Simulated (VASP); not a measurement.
# Si11AsO24 (a cell with a defect) in VASP: single point with PBE

Aim: the single point of Si11AsO24 (a cell with a defect) with PBE.

Program: VASP 6.6.1. These are calculated values, not measurements. Logs are shortened: lines on timing, memory, paths and dates and some standing lists are left out, and cuts for length are marked.

## 1. The cell of the first run

The cell holds a defect, 36 atoms: a = 8.631 Å, b = 8.631 Å, c = 8.631 Å, α = 92.71°, β = 92.71°, γ = 92.71°.

## 2. Single point, PBE

File INCAR:

```
PREC = Accurate
ENCUT = 520
EDIFF = 1E-7
ISMEAR = -1
SIGMA = 0.01
LREAL = Auto
LASPH = True
NELM = 100
ALGO = Normal
ISIF = 2
LWAVE = False
LCHARG = False
GGA = PE
NELECT = 192.0
NBANDS = 120
```

File KPOINTS:

```
Automatic mesh
0
Gamma
  2 2 2
```

File POSCAR:

```
Si11AsO24
1.0
   -6.2458945477     -3.6060688985      4.7417025448
    6.2458945477     -3.6060688985      4.7417025448
    0.0000000000      7.2121377969      4.7417025448
As Si O
1 11 24
Direct
    0.7267293888      0.2132685078     -0.0001304118
    0.2258522946      0.7112420024      0.5010825633
    0.2077042875     -0.0020360820      0.7274622397
    0.7111904716      0.5071398024      0.2312911590
    0.7721215915      0.2880391974      0.4984818949
    0.2751907337      0.7889766064      0.9997758367
    0.2937561950      0.5016565560      0.7734598630
    0.7919598318      0.9962829241      0.2786973403
    0.0031094645      0.7229229180      0.2102421379
    0.4953877542      0.2270554011      0.7030191648
    0.4972161875      0.7777713484      0.2907127904
    1.0040623386      0.2748039630      0.7852738859
    0.3395404463      0.6446918368      0.8972482490
    0.8380586029      0.1487493359      0.3898077749
    0.7609114511      0.4405946381      0.3971240325
    0.2615543007      0.9407177732      0.8968470661
    0.6054487669      0.1535545431      0.8466297304
    0.1039595809      0.6613096893      0.3561433469
    0.1600827409      0.8537318563      0.6053058019
    0.6488500880      0.3581855830      0.1061266531
    0.1051086694      0.7369124504      0.0588449055
    0.6007769784      0.2350425813      0.5537826875
    0.0545940228      0.1007226467      0.7435545585
    0.5596677199      0.6073940838      0.2423092679
    0.4461435231      0.3966215174      0.7638579950
    0.9407331220      0.8932680810      0.2597703327
    0.7392867501      0.0496238724      0.0988534240
    0.2447550690      0.5591953010      0.6028414236
    0.3948665392      0.7663815778      0.4418854680
    0.9071202756      0.2742767025      0.9505332839
    0.8566067902      0.6004159687      0.1617311748
    0.3498535019      0.1059211693      0.6641364104
    0.6438884807      0.8994088696      0.3377763406
    0.1485897914      0.3947516556      0.8318545747
    0.8883523534      0.3323025244      0.6491906266
    0.3969698961      0.8391025973      0.1444764075
```

Potentials or basis: VASP PAW PBE potentials, release 64 (As, Si, O).

Command:

```sh
$ cat potpaw_PBE.64/As/POTCAR potpaw_PBE.64/Si/POTCAR potpaw_PBE.64/O/POTCAR > POTCAR
$ mpirun -np 1 vasp_std > vasp.out
```

OUTCAR:

```text
PREC = Accurate
   ENCUT = 520
   EDIFF = 1E-7
   ISMEAR = -1
   LREAL = Auto
   LASPH = True
   NELM = 100
   ISIF = 2
   GGA = PE
   NELECT = 192.0

 ion  position               nearest neighbor table
   1  0.727  0.213  1.000-  27 1.69  17 1.69  20 1.70  30 1.70
   2  0.226  0.711  0.501-  28 1.62  18 1.62  29 1.63  19 1.63  11 3.08   7 3.08   3 3.09   9 3.10

   3  0.208  0.998  0.727-  19 1.62  16 1.62  23 1.63  32 1.64  12 3.07   6 3.08   2 3.09  10 3.12

   4  0.711  0.507  0.231-  24 1.61  31 1.61  15 1.61  20 1.69   9 3.08  11 3.08   5 3.09
   5  0.772  0.288  0.498-  15 1.62  35 1.62  22 1.63  14 1.63  10 3.08   4 3.09   8 3.10  12 3.12
[... 34 lines left out ...]
  35  0.888  0.332  0.649-  12 1.62   5 1.62
  36  0.397  0.839  0.144-  11 1.62   6 1.62

  LATTYP: Found a trigonal (rhomboedric) cell.
 ALAT       =     8.6312614736
 COS(alpha) =    -0.0472991338

  Lattice vectors:

 A1 = (  -6.2458945477,  -3.6060688985,   4.7417025448)
 A2 = (   6.2458945477,  -3.6060688985,   4.7417025448)
 A3 = (   0.0000000000,   7.2121377969,   4.7417025448)

Analysis of symmetry for initial positions (statically):
=====================================================================
 Subroutine PRICEL returns:
 Original cell was already a primitive cell.

 Routine SETGRP: Setting up the symmetry group for a
 trigonal (rhombohedral) supercell.

 Subroutine GETGRP returns: Found  1 space group operations
 (whereof  1 operations were pure point group operations)
 out of a pool of 12 trial point group operations.

The static configuration has the point symmetry C_1 .

Analysis of symmetry for dynamics (positions and initial velocities):
=====================================================================
 Subroutine PRICEL returns:
 Original cell was already a primitive cell.

 Routine SETGRP: Setting up the symmetry group for a
 trigonal (rhombohedral) supercell.

 Subroutine GETGRP returns: Found  1 space group operations
 (whereof  1 operations were pure point group operations)
 out of a pool of 12 trial point group operations.

The dynamic configuration has the point symmetry C_1 .
[... 146 lines left out ...]
   LSORBIT =      F    spin-orbit coupling
   LASPH  =      T    aspherical Exc in radial PAW
   ENCUT  =  520.0 eV  38.22 Ry    6.18 a.u.  16.05 16.05 16.05*2*pi/ulx,y,z
   NELM   =    100;   NELMIN=  2; NELMDL= -5     # of ELM steps
   EDIFF  = 0.1E-06   stopping-criterion for ELM
   LREAL  =      T    real-space projection
   EDIFFG = 0.1E-05   stopping-criterion for IOM
   NSW    =      0    number of steps for IOM
   IBRION =     -1    ionic relax: 0-MD 1-quasi-New 2-CG
   NFREE  =      0    steps in history (QN), initial steepest desc. (CG)
   ISIF   =      2    stress and relaxation
   ISYM   =      2    0-nonsym 1-usesym 2-fastsym
   POTIM  = 0.5000    time-step for ionic-motion
   TEBEG  =    0.0;   TEEND  =   0.0 temperature during run
   PSTRESS=    0.0 pullay stress
   NELECT =     192.0000    total number of electrons
   NUPDOWN=      -1.0000    fix difference up-down
   EMIN   =  10.00;   EMAX   =-10.00  energy-range for DOS
   EFERMI =   0.00;   METHOD = LEGACY
   ISMEAR =    -1;   SIGMA  =   0.01  broadening in eV -4-tet -1-fermi 0-gaus
   EFERMI_NEDOS =   21; number of points for ismear=-14 and -15
   IALGO  =     38    algorithm
   IMIX   =      4    mixing-type and parameters
     AMIX     =   0.40;   BMIX     =  1.00
     AMIX_MAG =   1.60;   BMIX_MAG =  1.00
  volume/ion in A,a.u.               =      17.80       120.12
  Fermi-wavevector in a.u.,A,eV,Ry     =   1.095478  2.070154 16.327984  1.200073
  Thomas-Fermi vector in A             =   2.231803
   LORBIT       =      0    0 simple, 1 ext, 2 COOP (PROOUT), +10 PAW based schemes
   GGA     = PE    functional components
   LHFCALC =     F    Hartree Fock is set to
   AEXX    =    0.0000 exact exchange contribution
   IVDW    =     0    specifies the selected vdW correction
   LEPSILON=     F    determine dielectric tensor
   LRPA    =     F    only Hartree local field effects (RPA)
 non-spin polarized calculation
  energy-cutoff  :      520.00
  volume of cell :      640.79
 maximum number of plane-waves:     17292
   NGX = 33   NGY = 33   NGZ = 33

 number of electron     192.0000044 magnetization

 Free energy of the ion-electron system (eV)
  ---------------------------------------------------
  ext. energy  EPLUGINS =         0.00000000
  ---------------------------------------------------
  free energy    TOTEN  =      -278.71846297 eV

  energy without entropy =     -278.71846297  energy(sigma->0) =     -278.71846297

 E-fermi :  -1.1492     XC(G=0):  -7.2361

 val. band max:       -1.4362456076   @ k =   0.0000   0.0000   0.5000
 cond. band min:       2.5079651834   @ k =   0.0000   0.0000   0.0000
 fundamental gap:      3.9442107910
 Fermi energy:        -1.1492391782

 k-point     1 :       0.0000    0.0000    0.0000
  band No.  band energies     occupation
      1     -21.9968      2.00000
      2     -20.5645      2.00000
      3     -20.5542      2.00000
      4     -20.4051      2.00000
      5     -20.3605      2.00000
      6     -20.2184      2.00000
[... 877 lines left out ...]
    107       6.8028      0.00000
    108       6.8455      0.00000
 [bands above 108 left out]

------------------------ aborting loop because EDIFF is reached ----------------------------------------

  FORCE on cell =-STRESS in cart. coord.  units (eV):
  Direction    XX          YY          ZZ          XY          YZ          ZX
  --------------------------------------------------------------------------------------
  -------------------------------------------------------------------------------------
  Total       -2.1422112     -1.4205808     -5.4206380     -0.4380982     -0.2343314      0.0701189
  in kB       -5.3562229     -3.5519128    -13.5533533     -1.0953875     -0.5859045      0.1753200
  external PRESSURE =      -7.4871630 kB  Pullay stress =       0.0000000 kB

 VOLUME and BASIS-vectors are now :
 -----------------------------------------------------------------------------
  energy-cutoff  :      520.00
  volume of cell :      640.79
      direct lattice vectors                 reciprocal lattice vectors
    -6.245894548 -3.606068898  4.741702545    -0.080052584 -0.046218381  0.070298238
     6.245894548 -3.606068898  4.741702545     0.080052584 -0.046218381  0.070298238
     0.000000000  7.212137797  4.741702545     0.000000000  0.092436762  0.070298238

 POSITION                                       TOTAL-FORCE (eV/Angst)
 -----------------------------------------------------------------------------------
     -3.20702      3.82150      9.19827         0.018191     -0.021292      0.009402
      3.03169      0.23465      6.81941        -0.002480      0.013742     -0.019882
      4.93588      0.89884      9.16633         0.021314     -0.009395     -0.015691
     -1.27448     -2.72528      6.87367         0.009172      0.003348     -0.041538
     -3.02353     -0.22789      7.39062         0.004846     -0.017994      0.017801
      3.20905      3.37306      9.78660         0.001199     -0.017293      0.019788
[... 28 lines left out ...]
     -3.47303      0.28029      8.86625        -0.003468      0.008282     -0.007719
      2.76151     -3.41538      6.54615        -0.005429      0.007800     -0.003397
 -----------------------------------------------------------------------------------
    total drift:                                0.017173      0.004162      0.009215

  FREE ENERGIE OF THE ION-ELECTRON SYSTEM (eV)
  ---------------------------------------------------
  free  energy   TOTEN  =      -278.7184629735 eV

  energy  without entropy=     -278.7184629735  energy(sigma->0) =     -278.71846297
```

OSZICAR:

```text
N       E                     dE             d eps       ncg     rms          rms(c)
DAV:   1     0.148544863816E+04    0.14854E+04   -0.95227E+04  1952   0.142E+03
[... 12 lines left out ...]
DAV:  14    -0.278718484656E+03   -0.22729E-04   -0.32828E-04  2112   0.717E-02    0.399E-02
DAV:  15    -0.278718470641E+03    0.14015E-04   -0.10028E-04  2048   0.367E-02    0.170E-02
DAV:  16    -0.278718463841E+03    0.68008E-05   -0.15161E-05  2416   0.218E-02    0.859E-03
DAV:  17    -0.278718463477E+03    0.36324E-06   -0.10664E-05  2088   0.141E-02    0.658E-03
DAV:  18    -0.278718463134E+03    0.34353E-06   -0.13837E-06  2304   0.464E-03    0.450E-03
DAV:  19    -0.278718462949E+03    0.18433E-06   -0.12699E-06  2160   0.423E-03    0.108E-03
DAV:  20    -0.278718462973E+03   -0.24040E-07   -0.88383E-08  1400   0.129E-03
   1 F= -.27871846E+03 E0= -.27871846E+03  d E =-.458025E-13
```

stdout:

```text
POSCAR found type information on POSCAR AsSiO
 POSCAR found :  3 types and      36 ions
 scaLAPACK will be used
 LDA part: xc-table for (Slater+PW92), standard interpolation
 POSCAR, INCAR and KPOINTS ok, starting setup
 FFT: planning ... GRIDC
 FFT: planning ... GRID_SOFT
 FFT: planning ... GRID
 WAVECAR not read
 entering main loop
 the old and the new charge density differ
 old charge density:   193.00000 new  192.00001
    0.490E+01
```

Run time: 13 min. Hardware: 1 thread of AMD EPYC 9R14 (Zen 4), shared host; peak memory 0.75 GiB.

Results:

| Property | Result |
| --- | --- |
| Free energy | -278.7185 eV |
| Largest force | 0.337 eV/Å |

Forces on the atoms (eV/Å):
```
As   0.018 -0.021  0.009
Si  -0.002  0.014 -0.020
Si   0.021 -0.009 -0.016
Si   0.009  0.003 -0.042
Si   0.005 -0.018  0.018
Si   0.001 -0.017  0.020
Si  -0.022  0.013  0.018
Si  -0.006 -0.006  0.012
Si  -0.006 -0.006 -0.023
Si  -0.033  0.001 -0.017
Si   0.001  0.004  0.024
Si   0.023  0.022  0.025
O    0.015  0.004  0.002
O    0.014 -0.002  0.001
O   -0.004  0.003 -0.006
O   -0.002  0.001 -0.004
O    0.094 -0.102 -0.301
O    0.005 -0.009  0.003
O   -0.016 -0.001 -0.002
O    0.245  0.096  0.170
O   -0.006 -0.004  0.009
O   -0.007 -0.006  0.011
O   -0.006 -0.001  0.004
O    0.020 -0.003  0.011
O    0.012  0.001  0.000
O   -0.016 -0.003 -0.013
O   -0.216  0.257 -0.026
O    0.001  0.001  0.004
O    0.006  0.006 -0.007
O   -0.137 -0.230  0.150
O    0.005 -0.005  0.012
O    0.005  0.023 -0.008
O   -0.007 -0.003 -0.013
O   -0.006 -0.016  0.008
O   -0.003  0.008 -0.008
O   -0.005  0.008 -0.003
```

Caveat: the cell carries a net charge on a neutralising background, which shifts energy and pressure; the cell is charged against a uniform background, so pressure and absolute levels hang on convention.
